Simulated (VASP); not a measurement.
Write the native input for VASP 6.6.1 that does the following.

```yaml
Task: relaxation of cell and atoms
Functional: PBE
Potentials_or_basis: VASP PAW PBE potentials, release 64 (Sr_sv, Bi_d)
Cutoff: 600 eV
k_mesh: 6 × 6 × 2
Occupations: gaussian, width 0.1 eV
Spin: no spin polarisation
Dipole_correction: no
Further_INCAR_settings: ALGO = Fast; EDIFF = 1e-06; IBRION = 2; EDIFFG = -0.04; NSW = 90; ISIF = 3
```

The structure of Sr3Bi lies in POSCAR:

```
Sr3Bi
1.0
    3.3839179500      0.0000000000      0.0000000000
   -1.6919589800      2.9305589100      0.0000000000
    0.0000000000      0.0000000000     11.0939646200
Sr Bi
3 1
Direct
    0.6666666700      0.3333333300      0.5000000000
    0.3333333300      0.6666666700      0.2540725200
    0.3333333300      0.6666666700      0.7459274800
    0.6666666700      0.3333333300      0.0000000000
```

The cell was generated, and may not be a known phase.

The input as run:

INCAR

```
SYSTEM = Sr3Bi
PREC = Accurate ; ENCUT = 600
EDIFF = 1E-6 ; ISMEAR = 0
SIGMA = 0.1 ; LREAL = .False.
LASPH = .True. ; NELM = 60
ALGO = Fast ; ISIF = 3
LWAVE = .False. ; LCHARG = .False.
GGA = PE ; IBRION = 2
NSW = 90 ; EDIFFG = -0.04
```

KPOINTS

```
regular mesh
0
Gamma
  6 6 2
  0 0 0
```

Potentials or basis: VASP PAW PBE potentials, release 64 (Sr_sv, Bi_d).

Launch:

```console
$ cat potpaw_PBE.64/Sr_sv/POTCAR potpaw_PBE.64/Bi_d/POTCAR > POTCAR
$ mpirun -np 1 vasp_std > vasp.out
```

It gave:

| Quantity | Value |
| --- | --- |
| Relaxed volume | 53.24 Å³/atom |
| Relaxed cell | a = 4.771 Å, b = 4.771 Å, c = 10.805 Å, α = 90.00°, β = 90.00°, γ = 120.00° |
| Space group after relaxing (to 0.1 Å) | P-6m2 (No. 187) |
| Energy gained by relaxing | 962.8 meV/atom |
| Ionic steps | 24 |
| Pressure after relaxing | 0.0 GPa |
| Largest force after relaxing | 0.016 eV/Å |
| Band gap on the k mesh | zero (an odd number of electrons rules out a gap without spin polarisation) |

Caveat: the volume moved by over 15 % at a fixed basis, so the end points are rough; spin-orbit coupling is left out, which moves the levels of the heavy elements.

It took 23 min on 1 thread of Intel(R) Xeon(R) 6975P-C (Granite Rapids) (shared host), peak memory 0.32 GiB.
